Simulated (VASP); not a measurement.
Write the native input for VASP 6.6.1 that does the following.

```
Task                   : single point
Functional             : BLYP
Dispersion             : D4
Potentials or basis    : VASP PAW PBE potentials, release 64 (Pb_d, Cs_sv, Cl)
Cutoff                 : 520 eV
k mesh                 : 5 × 5 × 5
Occupations            : fermi-dirac, width 0.05 eV
Spin                   : no spin polarisation
Dipole correction      : no
Further INCAR settings : ALGO = Normal; EDIFF = 1e-06; NBANDS = 30
```

The structure of CsPbCl3 lies in POSCAR:

```
CsPbCl3
1.0
    5.7322695382      0.0000000000      0.0000000000
    0.0000000000      5.7322695382      0.0000000000
    0.0000000000      0.0000000000      5.7322695382
Pb Cs Cl
1 1 3
Direct
    0.5000000000      0.5000000000      0.5000000000
    0.0000000000      0.0000000000      0.0000000000
    0.5000000000      0.0000000000      0.5000000000
    0.0000000000      0.5000000000      0.5000000000
    0.5000000000      0.5000000000      0.0000000000
```

These files were run (other wordings do the same):

INCAR

```
PREC     = Accurate       # precision mode
ENCUT    = 520            # plane-wave cutoff, eV
EDIFF    = 1E-6           # SCF threshold, eV
ISMEAR   = -1             # smearing method
SIGMA    = 0.05           # smearing width, eV
LREAL    = False          # projectors in reciprocal space
LASPH    = True           # aspherical terms in the spheres
NELM     = 100            # most SCF steps
ALGO     = Normal         # electronic algorithm
ISIF     = 2              # what is computed and relaxed
LWAVE    = False          # write WAVECAR
LCHARG   = True           # write CHGCAR
GGA      = B5             # functional
ALDAX    = 1.0          
AGGAX    = 1.0          
AGGAC    = 1.0          
ALDAC    = 0.0          
IVDW     = 13             # dispersion correction
VDW_S6   = 1.0          
VDW_S8   = 2.34076671   
VDW_A1   = 0.44488865   
VDW_A2   = 4.0933009    
LELF     = True           # ELF
LVHAR    = True         
NBANDS   = 30             # bands
```

KPOINTS

```
regular mesh
0
Gamma
  5 5 5
```

Potentials or basis: VASP PAW PBE potentials, release 64 (Pb_d, Cs_sv, Cl).

Run with:

```console
$ cat potpaw_PBE.64/Pb_d/POTCAR potpaw_PBE.64/Cs_sv/POTCAR potpaw_PBE.64/Cl/POTCAR > POTCAR
$ mpirun -np 1 vasp_std > vasp.out
```

It gave:

The pressure is 0.0 GPa and the band gap on the k mesh is 3.13 eV. The dispersion energy per atom is -0.315 eV.

Caveat: the PAW data sets were made with another functional, which shifts forces and pressure a little; spin-orbit coupling is left out, which moves the levels of the heavy elements; an odd mesh through Γ misses points on the zone boundary, where band edges can lie.

Run time: 100 s on 1 thread of Intel Xeon 8259CL (shared host), peak memory 0.34 GiB.
